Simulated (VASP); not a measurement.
Wanted: the native input for a VASP 6.6.1 run.

```
Task                   : single point
Functional             : PBEsol
Potentials or basis    : VASP PAW PBE potentials, release 64 (Ru_pv)
Cutoff                 : 520 eV
k mesh                 : 18 × 18 × 10
Occupations            : fermi-dirac, width 0.15 eV
Spin                   : no spin polarisation
Dipole correction      : no
Further INCAR settings : ALGO = Fast; EDIFF = 1e-06; NBANDS = 21
```

The structure of Ru lies in POSCAR:

```
Ru
1.0
    2.6916927100      0.0000000000      0.0000000000
   -1.3458463550      2.3310742660      0.0000000000
    0.0000000000      0.0000000000      4.2517439378
Ru
2
Direct
    0.3333333333      0.6666666667      0.2500000000
    0.6666666667      0.3333333333      0.7500000000
```

The input as run:

INCAR

```
PREC     = Accurate       # precision mode
ENCUT    = 520            # plane-wave cutoff, eV
EDIFF    = 1E-6           # SCF threshold, eV
ISMEAR   = -1             # smearing method
SIGMA    = 0.15           # smearing width, eV
LREAL    = F              # projectors in reciprocal space
LASPH    = T              # aspherical terms in the spheres
NELM     = 60             # most SCF steps
ALGO     = Fast           # electronic algorithm
ISIF     = 2              # what is computed and relaxed
LWAVE    = F              # write WAVECAR
LCHARG   = F              # write CHGCAR
GGA      = PS             # functional
NBANDS   = 21             # bands
```

KPOINTS

```
Automatic mesh
0
Gamma
  18 18 10
```

Potentials or basis: VASP PAW PBE potentials, release 64 (Ru_pv).

Command:

```console
$ cat potpaw_PBE.64/Ru_pv/POTCAR > POTCAR
$ mpirun -np 1 vasp_std > vasp.out
```

Results of the run:

```
Pressure               : 0.0 GPa
Band gap on the k mesh : zero (band 14 reaches 14.55 eV, above the bottom of band 15 at 11.34 eV)
```

Caveat: the PAW data sets were made with another functional, which shifts forces and pressure a little.

It took 38 s on 1 thread of Intel(R) Xeon(R) 6975P-C (Granite Rapids), with other jobs on the host, peak memory 0.21 GiB.
